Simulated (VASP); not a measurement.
Here is a VASP 6.6.1 calculation.

File INCAR:

```
PREC = Accurate ; ENCUT = 520
EDIFF = 1E-7 ; ISMEAR = -1
SIGMA = 0.05 ; LREAL = Auto
LASPH = True ; NELM = 100
ALGO = Normal ; ISIF = 2
LWAVE = False ; LCHARG = True
GGA = PS ; LELF = True
LVHAR = True ; ISYM = 0
NBANDS = 206
```

File KPOINTS:

```
Automatic mesh
0
Gamma
  1 1 1
  0.25 0.25 0.25
```

Contents of POSCAR:

```
Mg3ZnS4
1.0
   11.1547620842      0.0000000000      0.0000000000
    0.0000000000     11.1547620842      0.0000000000
    0.0000000000      0.0000000000     11.1547620842
Zn Mg S
8 24 32
Direct
    0.9996290000      0.9968760000      0.9997350000
    0.5036510000      0.0022870000      0.5016290000
    0.7474010000      0.2506920000      0.4995450000
    0.7514870000      0.7507370000      0.4983600000
    0.7518920000      0.5029270000      0.2524770000
    0.9960630000      0.7510760000      0.2496640000
    0.9976190000      0.7513290000      0.7494960000
    0.5022890000      0.2490810000      0.7458500000
    0.9958970000      0.9961500000      0.4997520000
    0.9975470000      0.5033470000      0.0014470000
    0.9944640000      0.5036230000      0.4979660000
    0.5005110000      0.0009250000      0.9978030000
    0.5014790000      0.4981880000      0.9997780000
    0.5056850000      0.4984310000      0.4994100000
    0.2499360000      0.2482190000      0.9978400000
    0.2535310000      0.2475520000      0.5013720000
    0.2446250000      0.7515040000      0.9998940000
    0.2481190000      0.7518950000      0.4998690000
    0.7500160000      0.2493780000      0.0000520000
    0.7549870000      0.7497850000      0.0011850000
    0.2483560000      0.9976130000      0.2492130000
    0.2498040000      0.9999380000      0.7488790000
    0.2479540000      0.5010830000      0.2509220000
    0.2496250000      0.5004600000      0.7497700000
    0.7516060000      0.9983560000      0.2539320000
    0.7496630000      0.9994090000      0.7465870000
    0.7500940000      0.4994890000      0.7456640000
    0.9962010000      0.2499890000      0.2505860000
    0.9979260000      0.2474590000      0.7497260000
    0.5042660000      0.2493260000      0.2530210000
    0.5033550000      0.7498060000      0.2541740000
    0.5021910000      0.7517220000      0.7460390000
    0.1196210000      0.1205680000      0.1204080000
    0.1232710000      0.1229060000      0.6230790000
    0.1186980000      0.6299930000      0.1309590000
    0.1194760000      0.6298320000      0.6289480000
    0.6265890000      0.1226140000      0.1260800000
    0.6224530000      0.1300640000      0.6198020000
    0.6305320000      0.6211790000      0.1292100000
    0.6310200000      0.6298950000      0.6187820000
    0.3746650000      0.3733580000      0.1269660000
    0.3807790000      0.3725640000      0.6282510000
    0.3765190000      0.8735750000      0.1242970000
    0.3793940000      0.8807450000      0.6195060000
    0.8694120000      0.3809240000      0.1290520000
    0.8706260000      0.3693350000      0.6197070000
    0.8828110000      0.8764220000      0.1262210000
    0.8735640000      0.8653340000      0.6244050000
    0.3802490000      0.1186940000      0.3778610000
    0.3802680000      0.1292200000      0.8680680000
    0.3752890000      0.6236830000      0.3775950000
    0.3755130000      0.6274330000      0.8750580000
    0.8696390000      0.1288990000      0.3815690000
    0.8779710000      0.1186000000      0.8794200000
    0.8692740000      0.6325000000      0.3693590000
    0.8780850000      0.6278570000      0.8686460000
    0.1245190000      0.3742860000      0.3773950000
    0.1224080000      0.3757450000      0.8755860000
    0.1182300000      0.8703540000      0.3702160000
    0.1155000000      0.8756300000      0.8724620000
    0.6360890000      0.3761820000      0.3740090000
    0.6224400000      0.3700680000      0.8684650000
    0.6264300000      0.8761800000      0.3858260000
    0.6269620000      0.8741150000      0.8753560000
```

Potentials or basis: VASP PAW PBE potentials, release 64 (Zn, Mg, S).

Launch:

```sh
$ cat potpaw_PBE.64/Zn/POTCAR potpaw_PBE.64/Mg/POTCAR potpaw_PBE.64/S/POTCAR > POTCAR
$ mpirun -np 1 vasp_std > vasp.out
```

(1) What does it give for the largest force?

(2) Predict the band gap on the k mesh.

(3) Estimate the pressure.

## Answers

(1) 0.025 eV/Å.

(2) 3.66 eV, direct.

(3) 0.0 GPa.

Caveat: the k points lie up to 0.56 Å⁻¹ apart; the PAW data sets were made with another functional, which shifts forces and pressure a little.
